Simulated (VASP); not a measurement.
**Os: single point with SVWN5**

Os:

```
Os
1.0
     2.71575    0.00000    0.00000
    -1.35787    2.35191    0.00000
     0.00000    0.00000    4.29071
Os
2
Direct
  0.66667 0.33333 0.75000
  0.33333 0.66667 0.25000
```

```yaml
Program: VASP 6.6.1
Task: single point
Functional: SVWN5
Potentials_or_basis: VASP PAW PBE potentials, release 64 (Os)
Cutoff: 520 eV
k_mesh: 11 × 11 × 6
Occupations: fermi-dirac, width 0.05 eV
Spin: no spin polarisation
```

* Pressure: 0.9 GPa
* Band gap on the k mesh: zero (bands 8 and 9 overlap by 4.02 eV)

Levels at points of the mesh, in eV from the Fermi level:
| k point | band 6 | band 7 | band 8 | band 9 | band 10 | band 11 |
| --- | --- | --- | --- | --- | --- | --- |
| (0.00, 0.00, 0.00) | -2.24 | -2.24 | -1.57 | -1.57 | 0.13 | 1.79 |
| (0.00, 0.00, 0.50) | -3.31 | -3.31 | -3.31 | 0.98 | 0.98 | 0.98 |

It took 18 s on 1 thread of Intel Xeon 8259CL, with other jobs on the host, peak memory 0.14 GiB.

Caveat: the PAW data sets were made with another functional, which shifts forces and pressure a little; spin-orbit coupling is left out, which moves the levels of the heavy elements.
